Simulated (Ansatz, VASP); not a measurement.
CdTe in VASP and in Ansatz

```
CELL_PARAMETERS angstrom
0.00000 3.10885 3.25307
3.10885 0.00000 3.25307
3.10885 3.10885 0.00000
ATOMIC_POSITIONS crystal
Cd 0.00000 0.00000 0.00000
Te 0.75000 0.75000 0.75000
```

Change from the starting cell: strain -0.030 along x and y, +0.015 along z, atoms carried along.

Alike in both runs: task single point; functional PBEsol; k mesh 8 × 8 × 8; occupations gaussian, width 0.05 eV; no spin polarisation.

```csv
,VASP,Ansatz
version,VASP 6.6.1,Ansatz 0.2.0
potentials or method,"VASP PAW PBE potentials, release 64 (Cd, Te), cutoff 520 eV","scalar-relativistic, plane waves, PAW"
valence electrons in the cell,18,36
```

```csv
,VASP,Ansatz,Ansatz less VASP
gap on the k mesh at the Fermi level (eV),0.84,0.83,-0.006
least direct gap on the mesh (eV),0.84,0.83,-0.006
pressure (GPa),4.4,4.1,-0.22
"traceless stress, the component that is largest in VASP (GPa)",-0.46,-0.46,-0.004
```

VASP's potentials were made for PBE, not for PBEsol. With one functional, cell and mesh, what is left measures potentials, basis and numerics. VASP's potentials hold 18 valence electrons a cell and Ansatz's 36, so a difference there can come from the potentials and not from the codes.

Neither program's run includes spin-orbit coupling.
